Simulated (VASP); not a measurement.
# AlGa3Sb4 in VASP: further runs, part 2 of 2

VASP 6.6.1. The steps go on from the part before.

## 3. Single point, PBE

The input, INCAR:

```
SYSTEM = AlGa3Sb4
ALGO = Normal ; EDIFF = 1E-6
ENCUT = 520 ; GGA = PE
ISIF = 2 ; ISMEAR = 0
LASPH = .True. ; LCHARG = .False.
LREAL = .False. ; LWAVE = .False.
NBANDS = 41 ; NELM = 80
PREC = Accurate ; SIGMA = 0.1
```

The input, KPOINTS:

```
k-points
0
Gamma
  6 6 6
  0 0 0
```

The input, POSCAR:

```
AlGa3Sb4
1.0
    6.2164310000      0.0000000000      0.0000000000
    0.0000000000      6.2164310000      0.0000000000
    0.0000000000      0.0000000000      6.2164310000
Al Ga Sb
1 3 4
Direct
    0.5000000000      0.5000000000      0.5000000000
    0.5000000000      0.0000000000      0.0000000000
    0.0000000000      0.5000000000      0.0000000000
    0.0000000000      0.0000000000      0.5000000000
    0.7500880000      0.7500880000      0.2499120000
    0.7500880000      0.2499120000      0.7500880000
    0.2499120000      0.7500880000      0.7500880000
    0.2499120000      0.2499120000      0.2499120000
```

Potentials or basis: VASP PAW PBE potentials, release 64 (Al, Ga_d, Sb).

The run is started by

```bash
cat potpaw_PBE.64/Al/POTCAR potpaw_PBE.64/Ga_d/POTCAR potpaw_PBE.64/Sb/POTCAR > POTCAR
mpirun -np 1 vasp_std > vasp.out
```

OUTCAR:

```text
SYSTEM = AlGa3Sb4
   EDIFF = 1E-6
   ENCUT = 520
   GGA = PE
   ISIF = 2
   ISMEAR = 0
   LASPH = .True.
   LREAL = .False.
   NELM = 80
   PREC = Accurate

 ion  position               nearest neighbor table
   1  0.500  0.500  0.500-   5 2.69   6 2.69   7 2.69   8 2.69
   2  0.500  0.000  0.000-   5 2.69   6 2.69   7 2.69   8 2.69
   3  0.000  0.500  0.000-   5 2.69   6 2.69   7 2.69   8 2.69
   4  0.000  0.000  0.500-   5 2.69   6 2.69   7 2.69   8 2.69
   5  0.750  0.750  0.250-   2 2.69   3 2.69   4 2.69   1 2.69
   6  0.750  0.250  0.750-   2 2.69   3 2.69   4 2.69   1 2.69
   7  0.250  0.750  0.750-   2 2.69   3 2.69   4 2.69   1 2.69
   8  0.250  0.250  0.250-   2 2.69   3 2.69   4 2.69   1 2.69

  LATTYP: Found a simple cubic cell.
 ALAT       =     6.2164310000

  Lattice vectors:

 A1 = (   6.2164310000,   0.0000000000,   0.0000000000)
 A2 = (   0.0000000000,   6.2164310000,   0.0000000000)
 A3 = (   0.0000000000,   0.0000000000,   6.2164310000)

Analysis of symmetry for initial positions (statically):
=====================================================================
 Subroutine PRICEL returns:
 Original cell was already a primitive cell.

 Routine SETGRP: Setting up the symmetry group for a
 simple cubic supercell.

 Subroutine GETGRP returns: Found 24 space group operations
 (whereof 24 operations were pure point group operations)
 out of a pool of 48 trial point group operations.

The static configuration has the point symmetry T_d .

Analysis of symmetry for dynamics (positions and initial velocities):
=====================================================================
 Subroutine PRICEL returns:
 Original cell was already a primitive cell.

 Routine SETGRP: Setting up the symmetry group for a
 simple cubic supercell.

 Subroutine GETGRP returns: Found 24 space group operations
 (whereof 24 operations were pure point group operations)
[... 133 lines left out ...]
   LORBIT       =      0    0 simple, 1 ext, 2 COOP (PROOUT), +10 PAW based schemes
   GGA     = PE    functional components
   LHFCALC =     F    Hartree Fock is set to
   AEXX    =    0.0000 exact exchange contribution
   IVDW    =     0    specifies the selected vdW correction
   LEPSILON=     F    determine dielectric tensor
   LRPA    =     F    only Hartree local field effects (RPA)
 non-spin polarized calculation
 Gauss-broadening in eV      SIGMA  =   0.10
  energy-cutoff  :      520.00
  volume of cell :      240.23
 maximum number of plane-waves:      6499
 NGX is ok and might be reduce to    48
   NGX = 23   NGY = 23   NGZ = 23

 number of electron      61.9999962 magnetization

 Free energy of the ion-electron system (eV)
  ---------------------------------------------------
  ext. energy  EPLUGINS =         0.00000000
  ---------------------------------------------------
  free energy    TOTEN  =       -30.31208067 eV

  energy without entropy =      -30.31118969  energy(sigma->0) =      -30.31163518

 E-fermi :   4.4675     XC(G=0):  -8.7865

 val. band max:        4.4546661950   @ k =   0.0000   0.0000   0.0000
 cond. band min:       4.7468657237   @ k =   0.5000   0.5000   0.5000
 fundamental gap:      0.2921995287
 Fermi energy:         4.4674697622

 k-point     1 :       0.0000    0.0000    0.0000
  band No.  band energies     occupation
      1     -10.5008      2.00000
      2     -10.5008      2.00000
      3     -10.5008      2.00000
      4     -10.4682      2.00000
      5     -10.4682      2.00000
      6     -10.4682      2.00000
[... 869 lines left out ...]
     40       8.1466      0.00000
     41       8.2304      0.00000

------------------------ aborting loop because EDIFF is reached ----------------------------------------

  FORCE on cell =-STRESS in cart. coord.  units (eV):
  Direction    XX          YY          ZZ          XY          YZ          ZX
  --------------------------------------------------------------------------------------
  -------------------------------------------------------------------------------------
  Total        0.1779553      0.1779553      0.1779553      0.0000000      0.0000000      0.0000000
  in kB        1.1868564      1.1868564      1.1868564      0.0000000      0.0000000      0.0000000
  external PRESSURE =       1.1868564 kB  Pullay stress =       0.0000000 kB

 VOLUME and BASIS-vectors are now :
 -----------------------------------------------------------------------------
  energy-cutoff  :      520.00
  volume of cell :      240.23
      direct lattice vectors                 reciprocal lattice vectors
     6.216431000  0.000000000  0.000000000     0.160864007  0.000000000  0.000000000
     0.000000000  6.216431000  0.000000000     0.000000000  0.160864007  0.000000000
     0.000000000  0.000000000  6.216431000     0.000000000  0.000000000  0.160864007

 POSITION                                       TOTAL-FORCE (eV/Angst)
 -----------------------------------------------------------------------------------
      3.10822      3.10822      3.10822        -0.000000     -0.000000      0.000000
      3.10822      0.00000      0.00000        -0.000000     -0.000000      0.000000
      0.00000      3.10822      0.00000         0.000000     -0.000000      0.000000
      0.00000      0.00000      3.10822         0.000000     -0.000000      0.000000
      4.66287      4.66287      1.55356         0.006525      0.006525     -0.006525
      4.66287      1.55356      4.66287         0.006525     -0.006525      0.006525
      1.55356      4.66287      4.66287        -0.006525      0.006525      0.006525
      1.55356      1.55356      1.55356        -0.006525     -0.006525     -0.006525
 -----------------------------------------------------------------------------------
    total drift:                               -0.000000     -0.000000      0.000000

  FREE ENERGIE OF THE ION-ELECTRON SYSTEM (eV)
  ---------------------------------------------------
  free  energy   TOTEN  =       -30.3120806661 eV

  energy  without entropy=      -30.3111896880  energy(sigma->0) =      -30.31163518
```

Run time: 4.8 min. Hardware: 1 thread of AMD EPYC 7R13, shared host; peak memory 0.39 GiB.

What came out:

```
Free energy            : -30.3121 eV
Pressure               : 0.1 GPa
Largest force          : 0.011 eV/Å
Band gap on the k mesh : 0.06 eV
```

Forces in eV/Å, atoms in the order of the input:
```
Al   0.000  0.000  0.000
Ga   0.000  0.000  0.000
Ga   0.000  0.000  0.000
Ga   0.000  0.000  0.000
Sb   0.007  0.007 -0.007
Sb   0.007 -0.007  0.007
Sb  -0.007  0.007  0.007
Sb  -0.007 -0.007 -0.007
```

Levels at points of the mesh, in eV from the valence-band top:
```csv
k point,band 28,band 29,band 30,band 31,band 32,band 33,band 34,band 35
"(0.00, 0.00, 0.00)",-2.32,0.00,0.00,0.00,0.06,0.90,0.90,1.34
"(0.50, 0.00, 0.00)",-1.52,-1.52,-1.46,-1.46,1.29,1.49,2.70,2.72
"(0.50, 0.50, 0.00)",-1.10,-1.10,-1.10,-1.05,1.87,2.00,2.00,2.38
"(0.50, 0.50, 0.50)",-1.02,-0.99,-0.99,-0.99,0.35,0.35,0.35,1.16
```

Caveat: the smearing spreads over this small gap; semilocal functionals underestimate gaps, and a narrow one can read as zero; spin-orbit coupling is left out, which moves the levels of the heavy elements. A k mesh can miss the band edges.

## 4. Single point, PBE

This run uses another cell than the first one, of 30.09 Å³/atom.

The input, INCAR:

```
SYSTEM = AlGa3Sb4
ALGO = Normal ; EDIFF = 1E-6
ENCUT = 520 ; GGA = PE
ISIF = 2 ; ISMEAR = 0
LASPH = .TRUE. ; LCHARG = .FALSE.
LREAL = .FALSE. ; LWAVE = .FALSE.
NBANDS = 41 ; NELM = 60
PREC = Accurate ; SIGMA = 0.2
```

The input, KPOINTS:

```
k-points
0
G
  4 4 4
  0 0 0
```

The input, POSCAR:

```
AlGa3Sb4
1.0
    6.2209874474     -0.0012523368      0.0023003919
   -0.0012534322      6.2208570918      0.0002444965
    0.0023067552      0.0002378083      6.2209916933
Al Ga Sb
1 3 4
Direct
    0.4999122907      0.4999134112      0.4998873547
    0.5000509315     -0.0003301372      0.0002828420
   -0.0001050435      0.5000268170     -0.0002428490
    0.0001033957      0.0001796092      0.5001817579
    0.7503849621      0.7501506375      0.2500611632
    0.7499049307      0.2498852806      0.7501437160
    0.2499636280      0.7501912619      0.7500334565
    0.2497849048      0.2499831200      0.2496525586
```

The run is started by

```bash
cat potpaw_PBE.64/Al/POTCAR potpaw_PBE.64/Ga_d/POTCAR potpaw_PBE.64/Sb/POTCAR > POTCAR
mpirun -np 1 vasp_std > vasp.out
```

It took 8.3 min on 1 thread of AMD EPYC 7R13, shared host; peak memory 0.47 GiB.

Results (log left out):

- Free energy: -30.2877 eV
- Pressure: 0.1 GPa
- Largest force: 0.010 eV/Å
- Band gap on the k mesh: 0.04 eV

Forces on the atoms (eV/Å):
```
Al   0.001 -0.002  0.001
Ga   0.000  0.003 -0.002
Ga   0.000 -0.002  0.003
Ga  -0.001  0.000 -0.001
Sb   0.003  0.005 -0.007
Sb   0.005 -0.006  0.005
Sb  -0.005  0.006  0.006
Sb  -0.004 -0.005 -0.005
```

Levels at points of the mesh, in eV from the valence-band top:
| k point | band 29 | band 30 | band 31 | band 32 | band 33 | band 34 |
| --- | --- | --- | --- | --- | --- | --- |
| (0.00, 0.00, 0.00) | -0.01 | 0.00 | 0.00 | 0.04 | 0.90 | 0.90 |
| (0.50, 0.00, 0.00) | -1.52 | -1.46 | -1.46 | 1.29 | 1.48 | 2.69 |
| (0.00, 0.50, 0.00) | -1.52 | -1.46 | -1.45 | 1.29 | 1.48 | 2.69 |
| (0.50, 0.50, 0.00) | -1.10 | -1.10 | -1.05 | 1.87 | 1.99 | 2.00 |
| (0.00, 0.00, 0.50) | -1.52 | -1.46 | -1.46 | 1.29 | 1.48 | 2.69 |
| (0.50, 0.00, 0.50) | -1.10 | -1.10 | -1.05 | 1.87 | 1.99 | 2.00 |
| (0.00, 0.50, 0.50) | -1.10 | -1.10 | -1.05 | 1.87 | 1.99 | 1.99 |
| (0.50, 0.50, 0.50) | -0.99 | -0.99 | -0.99 | 0.34 | 0.34 | 0.34 |

Caveat: the smearing spreads over this small gap; semilocal functionals underestimate gaps, and a narrow one can read as zero; spin-orbit coupling is left out, which moves the levels of the heavy elements.

## 5. Relaxation of cell and atoms, PBE

The input, INCAR:

```
  PREC = Accurate
  ENCUT = 600
  EDIFF = 1E-6
  ISMEAR = 0
  SIGMA = 0.1
  LREAL = F
  LASPH = T
  NELM = 60
  ALGO = Normal
  ISIF = 3
  LWAVE = F
  LCHARG = F
  GGA = PE
  IBRION = 2
  NSW = 100
  EDIFFG = -0.01
```

The input, KPOINTS:

```
regular mesh
0
Gamma
  6 6 6
```

The input, POSCAR:

```
AlGa3Sb4
1.0
    6.2164310000      0.0000000000      0.0000000000
    0.0000000000      6.2164310000      0.0000000000
    0.0000000000      0.0000000000      6.2164310000
Al Ga Sb
1 3 4
Direct
    0.5000000000      0.5000000000      0.5000000000
    0.5000000000      0.0000000000      0.0000000000
    0.0000000000      0.5000000000      0.0000000000
    0.0000000000      0.0000000000      0.5000000000
    0.7500880000      0.7500880000      0.2499120000
    0.7500880000      0.2499120000      0.7500880000
    0.2499120000      0.7500880000      0.7500880000
    0.2499120000      0.2499120000      0.2499120000
```

The run is started by

```bash
cat potpaw_PBE.64/Al/POTCAR potpaw_PBE.64/Ga_d/POTCAR potpaw_PBE.64/Sb/POTCAR > POTCAR
mpirun -np 1 vasp_std > vasp.out
```

Run time: 7.9 min. Hardware: 1 thread of AMD EPYC 7R13, shared host; peak memory 0.46 GiB.

It converged, with:

```yaml
Free_energy: -30.3120 eV
Relaxed_volume: 30.12 Å³/atom
Relaxed_cell: a = 6.222 Å, b = 6.222 Å, c = 6.222 Å, α = 90.00°, β = 90.00°, γ = 90.00°
Space_group_after_relaxing_to_0.1_Å: P-43m (No. 215)
Energy_gained_by_relaxing: 0.0 meV/atom
Ionic_steps: 2
Pressure_after_relaxing: 0.0 GPa
Largest_force_after_relaxing: 0.005 eV/Å
Band_gap_on_the_k_mesh: 0.04 eV
```

Forces in eV/Å, atoms in the order of the input:
```
Al   0.000  0.000  0.000
Ga   0.000  0.000  0.000
Ga   0.000  0.000  0.000
Ga   0.000  0.000  0.000
Sb   0.003  0.003 -0.003
Sb   0.003 -0.003  0.003
Sb  -0.003  0.003  0.003
Sb  -0.003 -0.003 -0.003
```

Step by step:
| step | energy change (eV) | largest force (eV/Å) | pressure (GPa) | volume (Å³) |
| --- | --- | --- | --- | --- |
| 1 | 0.0000 | 0.0111 | 0.11 | 240.23 |
| 2 | -0.0002 | 0.0047 | -0.02 | 240.93 |

Final structure:
```
CELL_PARAMETERS angstrom
6.22249 0.00000 0.00000
0.00000 6.22249 0.00000
0.00000 0.00000 6.22249
ATOMIC_POSITIONS crystal
Al 0.50000 0.50000 0.50000
Ga 0.50000 0.00000 0.00000
Ga 0.00000 0.50000 0.00000
Ga 0.00000 0.00000 0.50000
Sb 0.75014 0.75014 0.24986
Sb 0.75014 0.24986 0.75014
Sb 0.24986 0.75014 0.75014
Sb 0.24986 0.24986 0.24986
```

Levels at points of the mesh, in eV from the valence-band top:
| k point | band 27 | band 28 | band 29 | band 30 | band 31 | band 32 | band 33 | band 34 | band 35 | band 36 |
| --- | --- | --- | --- | --- | --- | --- | --- | --- | --- | --- |
| (0.00, 0.00, 0.00) | -2.31 | -2.31 | 0.00 | 0.00 | 0.00 | 0.04 | 0.91 | 0.91 | 1.34 | 1.34 |
| (0.50, 0.00, 0.00) | -2.83 | -1.52 | -1.52 | -1.45 | -1.45 | 1.29 | 1.49 | 2.69 | 2.71 | 3.58 |
| (0.50, 0.50, 0.00) | -2.88 | -1.10 | -1.10 | -1.10 | -1.04 | 1.87 | 1.99 | 1.99 | 2.38 | 4.45 |
| (0.50, 0.50, 0.50) | -1.01 | -1.01 | -0.98 | -0.98 | -0.98 | 0.34 | 0.34 | 0.34 | 1.16 | 3.59 |

Caveat: the smearing spreads over this small gap; semilocal functionals underestimate gaps, and a narrow one can read as zero; spin-orbit coupling is left out, which moves the levels of the heavy elements. A k mesh can miss the band edges.

## 6. The runs side by side

```csv
task,cell,k mesh,cutoff (eV),smearing,gap on the mesh (eV),pressure (GPa),largest force (eV/Å)
single point,"a = 6.216 Å, 8 atoms, atomic positions A",4 × 4 × 4,520,gaussian 0.2 eV,0.06,0.2,0.01
single point,"a = 6.216 Å, 8 atoms, atomic positions A",6 × 6 × 6,520,gaussian 0.1 eV,0.06,0.1,0.01
single point,"a = 6.221 Å, 8 atoms, atomic positions B",4 × 4 × 4,520,gaussian 0.2 eV,0.04,0.1,0.01
relaxation of cell and atoms,"relaxed from a = 6.216 Å, 8 atoms, atomic positions A",6 × 6 × 6,600,gaussian 0.1 eV,0.04,0.0,-
```

Alike in all rows: level PBE; potentials or basis VASP PAW PBE potentials, release 64 (Al, Ga_d, Sb); no spin polarisation.

Caveats: the smearing spreads over this small gap; semilocal functionals underestimate gaps, and a narrow one can read as zero; spin-orbit coupling is left out, which moves the levels of the heavy elements.

Absolute energies hang on the potentials; compare differences alone.

The gap in the log of VASP goes by the Fermi energy; the results here count the filled bands.